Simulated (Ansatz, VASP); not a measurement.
NaI: VASP beside Ansatz

INCAR

```
  PREC = Accurate
  ENCUT = 500
  EDIFF = 1E-7
  ISMEAR = 0
  SIGMA = 0.01
  LREAL = False
  LASPH = True
  NELM = 120
  ALGO = Normal
  ISIF = 3
  LWAVE = False
  LCHARG = False
  GGA = PE
  IBRION = 2
  NSW = 50
  EDIFFG = -0.05
  GGA_COMPAT = False
  NELMIN = 4
```

KPOINTS

```
Automatic mesh
0
Gamma
  6 6 6
```

File POSCAR:

```
NaI
1.0
    4.5769610000      0.0000000000      0.0000000000
    2.2884805000      3.9637644981      0.0000000000
    2.2884805000      1.3212548327      3.7370730075
Na I
1 1
Direct
    0.0000000000      0.0000000000      0.0000000000
    0.5000000000      0.5000000000      0.5000000000
```

Input for Ansatz:

```yaml
crystal:
  lattice:
    a: 4.576961
    b: 4.576961
    c: 4.576961
    alpha: 60.0
    beta: 60.0
    gamma: 60.0
  atoms:
    - { symbol: Na, position: [0.0, 0.0, 0.0] }
    - { symbol: I, position: [0.5, 0.5, 0.5] }
basis:
  ecutwfc: 510.0
kpoints:
  mp_grid:
    grid: [6, 6, 6]
hamiltonian:
  xc: pbe
  dispersion: none
scf:
  occupations:
    method: fixed
relax:
  f_tol: 0.05
  max_steps: 30
  cell: {}
```

Alike in both runs: task relaxation of cell and atoms; functional PBE; k mesh 6 × 6 × 6; no spin polarisation.

```csv
,VASP,Ansatz
version,VASP 6.6.1,Ansatz 0.2.0
potentials or method,"VASP PAW PBE potentials, release 64 (Na_pv, I), cutoff 500 eV","plane waves, PAW"
occupations,"gaussian, width 0.01 eV",fixed
valence electrons in the cell,14,26
```

Ansatz gave:

```
relaxed volume (Å³/atom)                                        : 34.78
relaxed length of the cell vector where the two differ most in proportion (Å) : 4.616
```

Task: Estimate VASP's values.

Result: Relaxed volume (Å³/atom): 34.34; relaxed length of the cell vector where the two differ most in proportion (Å): 4.597.

VASP's potentials hold 14 valence electrons a cell and Ansatz's 26, so a difference there can come from the potentials and not from the codes.

Neither program's run includes spin-orbit coupling.
